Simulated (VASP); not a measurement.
Set up this calculation in VASP 6.6.1, as the native input.

```yaml
Task: single point
Functional: LDA
Potentials_or_basis: VASP PAW LDA potentials, release 64 (Ag, Cl)
Cutoff: 520 eV
k_mesh: 8 × 8 × 8
Occupations: gaussian, width 0.01 eV
Spin: no spin polarisation
Dipole_correction: no
Further_INCAR_settings: ALGO = Normal; EDIFF = 1e-06; NBANDS = 16
```

The structure of AgCl lies in POSCAR:

```
AgCl
1.0
    3.3955880419      0.0000000000      0.0000000000
    0.0000000000      3.3955880419      0.0000000000
    0.0000000000      0.0000000000      3.3955880419
Ag Cl
1 1
Direct
    0.0000000000      0.0000000000      0.0000000000
    0.5000000000      0.5000000000      0.5000000000
```

One way to write it, as run:

INCAR

```
SYSTEM = AgCl
  ALGO = Normal
  EDIFF = 1E-6
  ENCUT = 520
  ISIF = 2
  ISMEAR = 0
  LASPH = .True.
  LCHARG = .False.
  LREAL = .False.
  LWAVE = .False.
  NBANDS = 16
  NELM = 80
  PREC = Accurate
  SIGMA = 0.01
```

KPOINTS

```
k-points
0
Gamma
  8 8 8
  0 0 0
```

Potentials or basis: VASP PAW LDA potentials, release 64 (Ag, Cl).

Launch:

```bash
$ cat potpaw_LDA.64/Ag/POTCAR potpaw_LDA.64/Cl/POTCAR > POTCAR
$ mpirun -np 1 vasp_std > vasp.out
```

It gave:

| Property | Result |
| --- | --- |
| Pressure | -6.3 GPa |
| Band gap on the k mesh | 0.32 eV, indirect (least direct gap 1.94 eV) |

Wall time 6.8 s on 1 thread of Intel(R) Xeon(R) 6975P-C (Granite Rapids), with other jobs on the host, peak memory 0.15 GiB.
